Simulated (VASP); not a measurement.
Wanted: the native input for a VASP 6.6.1 run.

| Property | Result |
| --- | --- |
| Task | single point |
| Functional | PBE |
| Potentials or basis | VASP PAW PBE potentials, release 64 (Ga_d, N) |
| Cutoff | 520 eV |
| k mesh | 10 × 10 × 10 |
| Occupations | fermi-dirac, width 0.02 eV |
| Spin | no spin polarisation |
| Dipole correction | no |
| Further INCAR settings | ALGO = Normal; EDIFF = 1e-06; NBANDS = 16 |

The structure of GaN lies in POSCAR:

```
GaN
1.0
    0.0000000000      2.2939315919      2.1991652385
    2.2939315919      0.0000000000      2.1991652385
    2.2939315919      2.2939315919      0.0000000000
Ga N
1 1
Direct
    0.0000000000      0.0000000000      0.0000000000
    0.2500000000      0.2500000000      0.2500000000
```

This cell differs from its parent crystal: epitaxial xy strain +2.0%.

The input as run:

INCAR

```
SYSTEM = GaN
PREC = Accurate
ENCUT = 520
EDIFF = 1E-6
ISMEAR = -1
SIGMA = 0.02
LREAL = .False.
LASPH = .True.
NELM = 100
ALGO = Normal
ISIF = 2
LWAVE = .False.
LCHARG = .True.
GGA = PE
LELF = .True.
LVHAR = .True.
NBANDS = 16
```

KPOINTS

```
Automatic mesh
0
Gamma
  10 10 10
  0 0 0
```

Potentials or basis: VASP PAW PBE potentials, release 64 (Ga_d, N).

Run with:

```sh
$ cat potpaw_PBE.64/Ga_d/POTCAR potpaw_PBE.64/N/POTCAR > POTCAR
$ mpirun -np 1 vasp_std > vasp.out
```

Results of the run:

* Pressure: 2.9 GPa
* Band gap on the k mesh: 1.53 eV

Caveat: the cell differs from its parent crystal (epitaxial xy strain +2.0%); the structure was generated, so it needn't be the stable form of GaN.

Wall time 29 s on 1 thread of Intel Xeon 8259CL, on a shared host, peak memory 0.16 GiB.
